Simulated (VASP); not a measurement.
Set up this calculation in VASP 6.6.1, as the native input.

```
Task                   : single point
Functional             : LDA
Potentials or basis    : VASP PAW LDA potentials, release 64 (Ni)
Cutoff                 : 520 eV
k mesh                 : 12 × 12 × 7
Occupations            : fermi-dirac, width 0.05 eV
Spin                   : collinear spin, ferromagnetic start
Starting moments       : [1.0, 1.0] μB
Dipole correction      : no
Further INCAR settings : ALGO = Normal; EDIFF = 1e-07; NBANDS = 21
```

The structure of Ni lies in POSCAR:

```
Ni
1.0
    2.4149374515      0.0000000000      0.0000000000
   -1.2074687258      2.0913971816      0.0000000000
    0.0000000000      0.0000000000      4.0177628822
Ni
2
Direct
    0.6666666667      0.3333333333      0.7500000000
    0.3333333333      0.6666666667      0.2500000000
```

This isn't the form of Ni at room conditions, which is fcc.

These files were run (other wordings do the same):

INCAR

```
PREC = Accurate
ENCUT = 520
EDIFF = 1E-7
ISMEAR = -1
SIGMA = 0.05
LREAL = False
LASPH = True
NELM = 150
ALGO = Normal
ISIF = 2
LWAVE = False
LCHARG = False
ISPIN = 2
MAGMOM = 1 1
LORBIT = 11
LMAXMIX = 4
NBANDS = 21
```

KPOINTS

```
Automatic mesh
0
Gamma
  12 12 7
```

Potentials or basis: VASP PAW LDA potentials, release 64 (Ni).

Command:

```sh
$ cat potpaw_LDA.64/Ni/POTCAR > POTCAR
$ mpirun -np 1 vasp_std > vasp.out
```

It gave:

The pressure is -2.2 GPa. The net moment is 1.12 μB per cell and the site moments are Ni +0.56 μB. The valence electrons inside the program's atomic spheres are Ni 9.45.

Run time: 100 s on 1 thread of Intel Xeon 8259CL, with other jobs on the host, peak memory 0.16 GiB.
